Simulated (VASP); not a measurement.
A run of VASP 6.6.1:

File INCAR:

```
PREC     = Accurate       # precision mode
ENCUT    = 600            # plane-wave cutoff, eV
EDIFF    = 1E-7           # SCF threshold, eV
ISMEAR   = 0              # smearing method
SIGMA    = 0.1            # smearing width, eV
LREAL    = False          # projectors in reciprocal space
LASPH    = True           # aspherical terms in the spheres
NELM     = 60             # most SCF steps
ALGO     = Fast           # electronic algorithm
ISIF     = 3              # what is computed and relaxed
LWAVE    = False          # write WAVECAR
LCHARG   = False          # write CHGCAR
GGA      = PE             # functional
IVDW     = 12             # dispersion correction
IBRION   = 2              # ionic algorithm
NSW      = 100            # ionic steps
EDIFFG   = -0.005         # ionic threshold
```

The input KPOINTS:

```
regular mesh
0
Gamma
  12 12 12
```

The input POSCAR:

```
Rb
1.0
   -2.8474693818      2.8474693818      2.6501489339
    2.8474693818     -2.8474693818      2.6501489339
    2.8474693818      2.8474693818     -2.6501489339
Rb
1
Direct
    0.0000000000      0.0000000000      0.0000000000
```

Potentials or basis: VASP PAW PBE potentials, release 64 (Rb_sv).

The run is started by

```bash
$ cat potpaw_PBE.64/Rb_sv/POTCAR > POTCAR
$ mpirun -np 1 vasp_std > vasp.out
```

Hardware: 1 thread of Intel Xeon 6975P-C, with other jobs on the host.

How long does it take, and how much memory?

Wall time 12 min on 1 thread of Intel Xeon 6975P-C (shared host), peak memory 0.36 GiB. Counts: scf iterations 74, k points 163, ion steps 9.
